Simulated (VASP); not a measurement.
# Bi: single point with PBE+D3(BJ)

The system is Bi.

```
Bi
1.0
     2.26750    1.30914    3.93800
    -2.26750    1.30914    3.93800
     0.00000   -2.61828    3.93800
Bi
2
Direct
  0.23400 0.23400 0.23400
  0.76600 0.76600 0.76600
```

- Program: VASP 6.6.1
- Task: single point
- Functional: PBE
- Dispersion: D3(BJ)
- Potentials or basis: VASP PAW PBE potentials, release 64 (Bi_d)
- Cutoff: 520 eV
- k mesh: 12 × 12 × 12
- Occupations: gaussian, width 0.1 eV
- Spin: no spin polarisation
- Dipole correction: no
- Further INCAR settings: ALGO = Fast; EDIFF = 1e-06; NBANDS = 22

```
Pressure                   : 0.1 GPa
Largest force              : 0.229 eV/Å
Band gap on the k mesh     : zero (bands 15 and 16 overlap by 0.22 eV)
Dispersion energy per atom : -0.455 eV
```

Forces in eV/Å, atoms in the order of the input:
```
Bi   0.000  0.000  0.229
Bi   0.000  0.000 -0.229
```

Levels at points of the mesh, in eV from the Fermi level:
```csv
k point,band 12,band 13,band 14,band 15,band 16,band 17,band 18,band 19
"(0.00, 0.00, 0.00)",-7.43,-1.46,-1.21,-1.21,2.51,2.99,2.99,5.68
"(0.50, 0.00, 0.00)",-10.52,-1.31,-1.18,-0.24,-0.24,0.56,1.05,7.54
"(0.50, 0.50, 0.00)",-9.44,-4.69,-3.01,-2.91,2.37,4.99,5.47,6.84
"(0.50, 0.50, 0.50)",-9.90,-0.92,-0.60,-0.60,0.70,0.70,0.77,7.03
```

Run time: 2.5 min on 1 thread of Intel(R) Xeon(R) Platinum 8488C (Sapphire Rapids), with other jobs on the host, peak memory 0.37 GiB.

Caveat: spin-orbit coupling is left out, which moves the levels of the heavy elements.
